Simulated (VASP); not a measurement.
# Ti (P6_3/mmc) in VASP: single point with r2SCAN

Aim: the single point of Ti with r2SCAN.

Program: VASP 6.6.1. These are calculated values, not measurements. Logs are shortened: lines on timing, memory, paths and dates and some standing lists are left out, and cuts for length are marked.

## (1) The cell of the first run

Symmetry: P6_3/mmc, No. 194, hexagonal system. The conventional cell has a = 2.930 Å, b = 2.930 Å, c = 4.649 Å, α = 90.00°, β = 90.00°, γ = 120.00°. Within 3.8 Å of Ti (site symmetry -6m2) lie 12 Ti at 2.87 to 2.93 Å.

## (2) Single point, r2SCAN

POSCAR reads:

```
Ti
1.0
    2.9302305992      0.0000000000      0.0000000000
   -1.4651152996      2.5376541379      0.0000000000
    0.0000000000      0.0000000000      4.6486369649
Ti
2
Direct
    0.3333333333      0.6666666667      0.2500000000
    0.6666666667      0.3333333333      0.7500000000
```

INCAR.step1 reads:

```
SYSTEM = Ti
PREC = Accurate
ENCUT = 520
ISMEAR = 0
SIGMA = 0.05
LREAL = .FALSE.
LASPH = .TRUE.
NELM = 60
NBANDS = 19
GGA = PE
ALGO = Normal
EDIFF = 1E-4
LWAVE = .TRUE.
LCHARG = .FALSE.
```

INCAR.step2 reads:

```
SYSTEM = Ti
PREC = Accurate
ENCUT = 520
EDIFF = 1E-7
ISMEAR = 0
SIGMA = 0.05
LREAL = .FALSE.
LASPH = .TRUE.
NELM = 60
ALGO = Normal
ISIF = 2
LWAVE = .FALSE.
LCHARG = .FALSE.
METAGGA = R2SCAN
LMIXTAU = .TRUE.
NBANDS = 19
ISTART = 1
```

KPOINTS reads:

```
regular mesh
0
G
  9 9 5
  0 0 0
```

Potentials or basis: VASP PAW PBE potentials, release 64 (Ti_sv).

Command:

```sh
$ cat potpaw_PBE.64/Ti_sv/POTCAR > POTCAR
$ cp INCAR.step1 INCAR
$ mpirun -np 1 vasp_std > vasp.out
$ cp INCAR.step2 INCAR
$ mpirun -np 1 vasp_std > vasp.out
```

OUTCAR:

```text
SYSTEM = Ti
   PREC = Accurate
   ENCUT = 520
   EDIFF = 1E-7
   ISMEAR = 0
   LREAL = .FALSE.
   LASPH = .TRUE.
   NELM = 60
   ISIF = 2
   METAGGA = R2SCAN
   ISTART = 1

 ion  position               nearest neighbor table
   1  0.333  0.667  0.250-   2 2.87   2 2.87   2 2.87   2 2.87   2 2.87   2 2.87
   2  0.667  0.333  0.750-   1 2.87   1 2.87   1 2.87   1 2.87   1 2.87   1 2.87

  LATTYP: Found a hexagonal cell.
 ALAT       =     2.9302305992
 C/A-ratio  =     1.5864406597

  Lattice vectors:

 A1 = (   2.9302305992,   0.0000000000,   0.0000000000)
 A2 = (  -1.4651152996,   2.5376541379,   0.0000000000)
 A3 = (   0.0000000000,   0.0000000000,   4.6486369649)

Analysis of symmetry for initial positions (statically):
=====================================================================
 Subroutine PRICEL returns:
 Original cell was already a primitive cell.

 Routine SETGRP: Setting up the symmetry group for a
 hexagonal supercell.

 Subroutine GETGRP returns: Found 24 space group operations
 (whereof 12 operations were pure point group operations)
 out of a pool of 24 trial point group operations.

The static configuration has the point symmetry D_3d.
 The point group associated with its full space group is D_6h.

Analysis of symmetry for dynamics (positions and initial velocities):
=====================================================================
 Subroutine PRICEL returns:
 Original cell was already a primitive cell.

 Routine SETGRP: Setting up the symmetry group for a
 hexagonal supercell.

 Subroutine GETGRP returns: Found 24 space group operations
 (whereof 12 operations were pure point group operations)
 out of a pool of 24 trial point group operations.

The dynamic configuration has the point symmetry D_3d.
 The point group associated with its full space group is D_6h.

 Subroutine INISYM returns: Found 24 space group operations
 (whereof 12 operations are pure point group operations),
 and found     1 'primitive' translations

----------------------------------------------------------------------------------------

                                     Primitive cell

  volume of cell :      34.5669

  direct lattice vectors                    reciprocal lattice vectors
     2.930230599  0.000000000  0.000000000     0.341270069  0.197032366  0.000000000
    -1.465115300  2.537654138  0.000000000     0.000000000  0.394064733  0.000000000
     0.000000000  0.000000000  4.648636965     0.000000000  0.000000000  0.215116820

  length of vectors
     2.930230599  2.930230599  4.648636965     0.394064733  0.394064733  0.215116820

  position of ions in fractional coordinates (direct lattice)
     0.333333333  0.666666667  0.250000000
     0.666666667  0.333333333  0.750000000

  ion indices of the primitive-cell ions
   primitive index   ion index
                 1           1
                 2           2

----------------------------------------------------------------------------------------

 KPOINTS: regular mesh

Automatic generation of k-mesh.
 Grid dimensions read from file:
 generate k-points for:    9    9    5

 Generating k-lattice:

  Cartesian coordinates                     Fractional coordinates (reciprocal lattice)
     0.037918897  0.021892485  0.000000000     0.111111111  0.000000000  0.000000000
     0.000000000  0.043784970  0.000000000     0.000000000  0.111111111  0.000000000
     0.000000000  0.000000000  0.043023364     0.000000000  0.000000000  0.200000000

  Length of vectors
     0.043784970  0.043784970  0.043023364

  Shift w.r.t. Gamma in fractional coordinates (k-lattice)
     0.000000000  0.000000000  0.000000000

 Subroutine IBZKPT returns following result:
 ===========================================

 Found     36 irreducible k-points:

 Following reciprocal coordinates:
            Coordinates               Weight
  0.000000  0.000000  0.000000      1.000000
  0.111111 -0.000000  0.000000      6.000000
  0.222222 -0.000000  0.000000      6.000000
  0.333333 -0.000000  0.000000      6.000000
  0.444444 -0.000000  0.000000      6.000000
  0.111111  0.111111  0.000000      6.000000
[... 16 lines left out ...]
  0.333333  0.222222  0.200000     24.000000
  0.333333  0.333333  0.200000      4.000000
 [... further k-points ...]
   k-points           NKPTS =     36   k-points in BZ     NKDIM =     36   number of bands    NBANDS=     19
   number of dos      NEDOS =    301   number of ions     NIONS =      2
   total plane-waves  NPLWV =  20736
   dimension x,y,z NGX =    24 NGY =   24 NGZ =   36
   dimension x,y,z NGXF=    48 NGYF=   48 NGZF=   72
   ions per type =               2
   NGX,Y,Z   is equivalent  to a cutoff of  13.62, 13.62, 12.87 a.u.
   NGXF,Y,Z  is equivalent  to a cutoff of  27.23, 27.23, 25.75 a.u.
 SYSTEM =  Ti
   PREC   = accura    normal or accurate (medium, high low for compatibility)
   ISTART =      1    job   : 0-new  1-cont  2-samecut
   ICHARG =      0    charge: 1-file 2-atom 10-const
   ISPIN  =      1    spin polarized calculation?
   LNONCOLLINEAR =      F non collinear calculations
   LSORBIT =      F    spin-orbit coupling
   LASPH  =      T    aspherical Exc in radial PAW
   ENCUT  =  520.0 eV  38.22 Ry    6.18 a.u.   5.45  5.45  8.64*2*pi/ulx,y,z
   NELM   =     60;   NELMIN=  2; NELMDL=  0     # of ELM steps
   EDIFF  = 0.1E-06   stopping-criterion for ELM
   LREAL  =      F    real-space projection
   EDIFFG = 0.1E-05   stopping-criterion for IOM
   NSW    =      0    number of steps for IOM
   IBRION =     -1    ionic relax: 0-MD 1-quasi-New 2-CG
   NFREE  =      0    steps in history (QN), initial steepest desc. (CG)
   ISIF   =      2    stress and relaxation
   ISYM   =      2    0-nonsym 1-usesym 2-fastsym
   POTIM  = 0.5000    time-step for ionic-motion
   TEBEG  =    0.0;   TEEND  =   0.0 temperature during run
   PSTRESS=    0.0 pullay stress
   NELECT =      24.0000    total number of electrons
   NUPDOWN=      -1.0000    fix difference up-down
   EMIN   =  10.00;   EMAX   =-10.00  energy-range for DOS
   EFERMI =   0.00;   METHOD = LEGACY
   ISMEAR =     0;   SIGMA  =   0.05  broadening in eV -4-tet -1-fermi 0-gaus
   EFERMI_NEDOS =   21; number of points for ismear=-14 and -15
   IALGO  =     38    algorithm
   IMIX   =      4    mixing-type and parameters
     AMIX     =   0.40;   BMIX     =  1.00
     AMIX_MAG =   1.60;   BMIX_MAG =  1.00
  volume/ion in A,a.u.               =      17.28       116.63
  Fermi-wavevector in a.u.,A,eV,Ry     =   1.449635  2.739413 28.591844  2.101441
  Thomas-Fermi vector in A             =   2.567339
   LORBIT       =      0    0 simple, 1 ext, 2 COOP (PROOUT), +10 PAW based schemes
   METAGGA = R2SCAN    functional components
   LHFCALC =     F    Hartree Fock is set to
   AEXX    =    0.0000 exact exchange contribution
   IVDW    =     0    specifies the selected vdW correction
   LEPSILON=     F    determine dielectric tensor
   LRPA    =     F    only Hartree local field effects (RPA)
 non-spin polarized calculation
 Gauss-broadening in eV      SIGMA  =   0.05
  energy-cutoff  :      520.00
  volume of cell :       34.57
 maximum number of plane-waves:       965
 NGX is ok and might be reduce to    24
   NGX = 11   NGY = 11   NGZ = 17

 number of electron      24.0000000 magnetization

 Free energy of the ion-electron system (eV)
  ---------------------------------------------------
  ext. energy  EPLUGINS =         0.00000000
  ---------------------------------------------------
  free energy    TOTEN  =       -25.90188267 eV

  energy without entropy =      -25.89968681  energy(sigma->0) =      -25.90078474

 E-fermi :   8.4645     XC(G=0): -12.4204

 val. band max:        8.3720349291   @ k =   0.1111   0.1111   0.4000
 cond. band min:       8.4724432746   @ k =   0.3333   0.2222   0.4000
 fundamental gap:      0.1004083455
 Fermi energy:         8.4645315663

 k-point     1 :       0.0000    0.0000    0.0000
  band No.  band energies     occupation
      1     -50.7724      2.00000
      2     -50.6268      2.00000
      3     -26.3487      2.00000
      4     -25.6552      2.00000
      5     -25.6552      2.00000
      6     -25.6028      2.00000
[... 11 lines left out ...]
     18      10.2956      0.00000
     19      11.8553      0.00000

 k-point     2 :       0.1111   -0.0000    0.0000
  band No.  band energies     occupation
      1     -50.7595      2.00000
      2     -50.6217      2.00000
      3     -26.3201      2.00000
      4     -25.7133      2.00000
      5     -25.6743      2.00000
      6     -25.6147      2.00000
[... 11 lines left out ...]
     18      10.1009      0.00000
     19      11.9555      0.00000

 k-point     3 :       0.2222   -0.0000    0.0000
  band No.  band energies     occupation
      1     -50.7257      2.00000
      2     -50.6100      2.00000
      3     -26.2418      2.00000
      4     -25.8623      2.00000
      5     -25.7587      2.00000
      6     -25.7205      2.00000
[... 11 lines left out ...]
     18      10.6966      0.00000
     19      12.1236      0.00000

 k-point     4 :       0.3333   -0.0000    0.0000
  band No.  band energies     occupation
      1     -50.6837      2.00000
      2     -50.6000      2.00000
      3     -26.1350      2.00000
      4     -26.0340      2.00000
      5     -25.9174      2.00000
      6     -25.7703      2.00000
[... 11 lines left out ...]
     18      11.4903      0.00000
     19      12.2379      0.00000

 k-point     5 :       0.4444   -0.0000    0.0000
  band No.  band energies     occupation
      1     -50.6512      2.00000
      2     -50.5983      2.00000
      3     -26.1463      2.00000
      4     -26.0403      2.00000
      5     -26.0173      2.00000
      6     -25.8017      2.00000
[... 11 lines left out ...]
     18      12.2875      0.00000
     19      12.5135      0.00000

 k-point     6 :       0.1111    0.1111    0.0000
  band No.  band energies     occupation
      1     -50.7362      2.00000
      2     -50.6133      2.00000
      3     -26.2666      2.00000
      4     -25.7997      2.00000
      5     -25.7574      2.00000
      6     -25.6707      2.00000
[... 11 lines left out ...]
     18      10.5857      0.00000
     19      12.0460      0.00000

 k-point     7 :       0.2222    0.1111    0.0000
  band No.  band energies     occupation
      1     -50.6980      2.00000
      2     -50.6026      2.00000
      3     -26.1731      2.00000
      4     -25.9471      2.00000
      5     -25.8831      2.00000
      6     -25.7443      2.00000
[... 11 lines left out ...]
     18      11.4284      0.00000
     19      12.1340      0.00000

 k-point     8 :       0.3333    0.1111    0.0000
  band No.  band energies     occupation
      1     -50.6597      2.00000
      2     -50.5979      2.00000
      3     -26.0882      2.00000
      4     -26.0669      2.00000
      5     -25.9777      2.00000
      6     -25.8121      2.00000
[... 256 lines left out ...]
 k-point    20 :       0.3333    0.1111    0.2000
  band No.  band energies     occupation
      1     -50.6538      2.00000
      2     -50.6038      2.00000
      3     -26.1692      2.00000
      4     -26.0524      2.00000
      5     -25.9332      2.00000
      6     -25.8053      2.00000
[... 11 lines left out ...]
     18      11.9413      0.00000
     19      12.5014      0.00000

 k-point    21 :       0.4444    0.1111    0.2000
  band No.  band energies     occupation
      1     -50.6370      2.00000
      2     -50.6034      2.00000
      3     -26.1977      2.00000
      4     -26.0840      2.00000
      5     -25.9327      2.00000
      6     -25.8089      2.00000
[... 11 lines left out ...]
     18      12.1494      0.00000
     19      12.9952      0.00000

 k-point    22 :       0.2222    0.2222    0.2000
  band No.  band energies     occupation
      1     -50.6567      2.00000
      2     -50.6041      2.00000
      3     -26.1343      2.00000
      4     -26.0440      2.00000
      5     -25.8953      2.00000
      6     -25.8495      2.00000
[... 11 lines left out ...]
     18      11.9771      0.00000
     19      12.6322      0.00000

 k-point    23 :       0.3333    0.2222    0.2000
  band No.  band energies     occupation
      1     -50.6305      2.00000
      2     -50.6040      2.00000
      3     -26.1328      2.00000
      4     -26.0653      2.00000
      5     -25.9511      2.00000
      6     -25.8468      2.00000
[... 11 lines left out ...]
     18      12.1209      0.00000
     19      13.6505      0.00000

 k-point    24 :       0.3333    0.3333    0.2000
  band No.  band energies     occupation
      1     -50.6127      2.00000
      2     -50.6127      2.00000
      3     -26.0563      2.00000
      4     -26.0563      2.00000
      5     -26.0393      2.00000
      6     -25.8442      2.00000
[... 11 lines left out ...]
     18      11.7362      0.00000
     19      15.2640      0.00000

 [... further k-points ...]

------------------------ aborting loop because EDIFF is reached ----------------------------------------

  FORCE on cell =-STRESS in cart. coord.  units (eV):
  Direction    XX          YY          ZZ          XY          YZ          ZX
  --------------------------------------------------------------------------------------
  -------------------------------------------------------------------------------------
  Total        0.1756495      0.1756495     -0.1258899      0.0000000     -0.0000000      0.0000000
  in kB        8.1413712      8.1413712     -5.8350080      0.0000000     -0.0000000      0.0000000
  external PRESSURE =       3.4825781 kB  Pullay stress =       0.0000000 kB

 VOLUME and BASIS-vectors are now :
 -----------------------------------------------------------------------------
  energy-cutoff  :      520.00
  volume of cell :       34.57
      direct lattice vectors                 reciprocal lattice vectors
     2.930230599  0.000000000  0.000000000     0.341270069  0.197032366  0.000000000
    -1.465115300  2.537654138  0.000000000     0.000000000  0.394064733  0.000000000
     0.000000000  0.000000000  4.648636965     0.000000000  0.000000000  0.215116820

 POSITION                                       TOTAL-FORCE (eV/Angst)
 -----------------------------------------------------------------------------------
     -0.00000      1.69177      1.16216        -0.000000     -0.000000      0.000000
      1.46512      0.84588      3.48648         0.000000      0.000000      0.000000
 -----------------------------------------------------------------------------------
    total drift:                               -0.000000      0.000000     -0.000000

  FREE ENERGIE OF THE ION-ELECTRON SYSTEM (eV)
  ---------------------------------------------------
  free  energy   TOTEN  =       -25.9018826660 eV

  energy  without entropy=      -25.8996868136  energy(sigma->0) =      -25.90078474
```

It took 40 s on 1 thread of Intel Xeon 6975P-C (Granite Rapids), shared host; peak memory 0.17 GiB.

What came out:

```
Free energy            : -25.9019 eV
Pressure               : 0.3 GPa
Band gap on the k mesh : zero (band 12 reaches 9.33 eV, above the bottom of band 13 at 8.17 eV)
```

Stress tensor (GPa, compression positive):
```
 0.81  0.00  0.00
 0.00  0.81  0.00
 0.00  0.00 -0.58
```

Caveat: the PAW data sets were made with another functional, which shifts forces and pressure a little.
